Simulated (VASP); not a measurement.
Crystal: SrTe.

```
Sr Te
1.0
     0.02515    3.35276    3.35276
     3.35276    0.02515    3.35276
     3.37790    3.37790    0.00000
Sr Te
1 1
Direct
  0.00000 0.00000 0.00000
  0.50000 0.50000 0.50000
```

This cell differs from its parent crystal: shear xy strain +1.5%.

Base run:

```yaml
Program: VASP 6.6.1
Functional: r2SCAN
Potentials_or_basis: VASP PAW PBE potentials, release 64 (Sr_sv, Te)
Cutoff: 550 eV
k_mesh: 6 × 6 × 6
Occupations: gaussian, width 0.01 eV
Spin: no spin polarisation
```

Its results: band gap on the k mesh 2.10 eV, indirect (least direct gap 2.84 eV); pressure 0.1 GPa.

**Question.** The run is repeated on the same cell with these changes: functional from r2SCAN to PBE; cutoff from 550 eV to 500 eV; occupations from gaussian, width 0.01 eV to fermi-dirac, width 0.02 eV. What comes out?

**Answer.** Band gap on the k mesh 1.71 eV, indirect (least direct gap 2.42 eV); pressure 0.3 GPa.

Caveats: spin-orbit coupling is left out, which moves the levels of the heavy elements; the PAW data sets were made with another functional, which shifts forces and pressure a little (some runs).

A k mesh can miss the band edges.
